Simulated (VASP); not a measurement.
Set up this calculation in VASP 6.6.1, as the native input.

```yaml
Task: single point
Functional: BLYP
Potentials_or_basis: VASP PAW PBE potentials, release 64 (W_sv)
Cutoff: 520 eV
k_mesh: 12 × 12 × 12
Occupations: fermi-dirac, width 0.1 eV
Spin: no spin polarisation
Dipole_correction: no
Further_INCAR_settings: ALGO = Normal; EDIFF = 1e-07; NBANDS = 13
```

The structure of W lies in POSCAR:

```
W
1.0
    2.6726720091      0.0000000000      0.0000000000
    0.0000000000      2.6726720091      0.0000000000
    0.0000000000      0.0000000000      2.6726720091
W
1
Direct
    0.0000000000      0.0000000000      0.0000000000
```

These files were run (other wordings do the same):

INCAR

```
AGGAC = 1.0
AGGAX = 1.0
ALDAC = 0.0
ALDAX = 1.0
ALGO = Normal
EDIFF = 1E-7
ENCUT = 520
GGA = B5
ISIF = 2
ISMEAR = -1
LASPH = T
LCHARG = F
LREAL = F
LWAVE = F
NBANDS = 13
NELM = 60
PREC = Accurate
SIGMA = 0.1
```

KPOINTS

```
k-points
0
Gamma
  12 12 12
```

Potentials or basis: VASP PAW PBE potentials, release 64 (W_sv).

Launch:

```console
$ cat potpaw_PBE.64/W_sv/POTCAR > POTCAR
$ mpirun -np 1 vasp_std > vasp.out
```

It gave:

| Property | Result |
| --- | --- |
| Pressure | 1.2 GPa |
| Band gap on the k mesh | zero (band 7 reaches 11.01 eV, above the bottom of band 8 at 8.72 eV) |

Caveat: the PAW data sets were made with another functional, which shifts forces and pressure a little; spin-orbit coupling is left out, which moves the levels of the heavy elements.

It took 8.9 s on 1 thread of Intel Xeon 6975P-C, with other jobs on the host, peak memory 0.14 GiB.
